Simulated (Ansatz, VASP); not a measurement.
## One calculation of WC, two programs

The input INCAR:

```
PREC     = Accurate       # precision mode
ENCUT    = 520            # plane-wave cutoff, eV
EDIFF    = 1E-6           # SCF threshold, eV
ISMEAR   = -1             # smearing method
SIGMA    = 0.05           # smearing width, eV
LREAL    = False          # projectors in reciprocal space
LASPH    = True           # aspherical terms in the spheres
NELM     = 80             # most SCF steps
ALGO     = Normal         # electronic algorithm
ISIF     = 2              # what is computed and relaxed
LWAVE    = False          # write WAVECAR
LCHARG   = False          # write CHGCAR
GGA      = PE             # functional
NBANDS   = 16             # bands
```

The input KPOINTS:

```
regular mesh
0
Gamma
  13 13 12
```

POSCAR

```
WC
1.0
    2.8712014385      0.0000000000      0.0000000000
   -1.4356007192      2.4865333851      0.0000000000
    0.0000000000      0.0000000000      2.8004222886
W C
1 1
Direct
    0.0000000000      0.0000000000      0.0000000000
    0.6666666667      0.3333333333      0.5000000000
```

Input for Ansatz:

```yaml
crystal:
  lattice:
    - [2.8712014385, 0.0, 0.0]
    - [-1.4356007192, 2.4865333851, 0.0]
    - [0.0, 0.0, 2.8004222886]
  atoms:
    - { symbol: W, position: [0.0, 0.0, 0.0] }
    - { symbol: C, position: [0.6666666667, 0.3333333333, 0.5] }
kpoints:
  mp_grid: { grid: [13, 13, 12] }
scf:
  occupations: { method: fermi_dirac, width: 0.05 }
hamiltonian:
  xc: pbe
  pseudopotentials: { kind: all_electron, lapw: { basis_error: 0.001 } }
output:
  forces: true
  stress: true
  eigenvalues: true
```

Change from the starting cell: volume scaled by 0.97.

Alike in both runs: task single point; functional PBE; k mesh 13 × 13 × 12; occupations fermi-dirac, width 0.05 eV; no spin polarisation.

|  | VASP | Ansatz |
| --- | --- | --- |
| version | VASP 6.6.1 | Ansatz 0.2.0 |
| potentials or method | VASP PAW PBE potentials, release 64 (W_sv, C), cutoff 520 eV | all-electron LAPW, scalar-relativistic |

Ansatz gave:

| Quantity | Value |
| --- | --- |
| pressure (GPa) | 22.1 |
| traceless stress, the component that is largest in VASP (GPa) | 1.39 |

Question: Estimate VASP's values.

Answer: Pressure (GPa): 23.4; traceless stress, the component that is largest in VASP (GPa): 1.63.

Ansatz ran all-electron here, and VASP with PAW potentials.

Neither program's run includes spin-orbit coupling.
